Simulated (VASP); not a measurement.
Input of a VASP 6.6.1 run:

Contents of INCAR:

```
ALGO     = Normal         # electronic algorithm
EDIFF    = 1E-6           # SCF threshold, eV
ENCUT    = 520            # plane-wave cutoff, eV
GGA      = PE             # functional
ISIF     = 2              # what is computed and relaxed
ISMEAR   = -1             # smearing method
LASPH    = T              # aspherical terms in the spheres
LCHARG   = T              # write CHGCAR
LELF     = T              # ELF
LREAL    = F              # projectors in reciprocal space
LVHAR    = T            
LWAVE    = F              # write WAVECAR
NBANDS   = 28             # bands
NELM     = 100            # most SCF steps
PREC     = Accurate       # precision mode
SIGMA    = 0.05           # smearing width, eV
```

KPOINTS

```
k-points
0
Gamma
  7 7 7
```

The input POSCAR:

```
Cu3Te
1.0
    3.8933221911      0.0000000000      0.0000000000
    0.0000000000      3.8933221911      0.0000000000
    0.0000000000      0.0000000000      3.8933221911
Te Cu
1 3
Direct
    0.0000000000      0.0000000000      0.0000000000
    0.5000000000      0.5000000000      0.0000000000
    0.5000000000      0.0000000000      0.5000000000
    0.0000000000      0.5000000000      0.5000000000
```

Potentials or basis: VASP PAW PBE potentials, release 64 (Te, Cu).

Launch:

```sh
$ cat potpaw_PBE.64/Te/POTCAR potpaw_PBE.64/Cu/POTCAR > POTCAR
$ mpirun -np 1 vasp_std > vasp.out
```

(1) Estimate the pressure.

Answers

(1) 5.9 GPa.
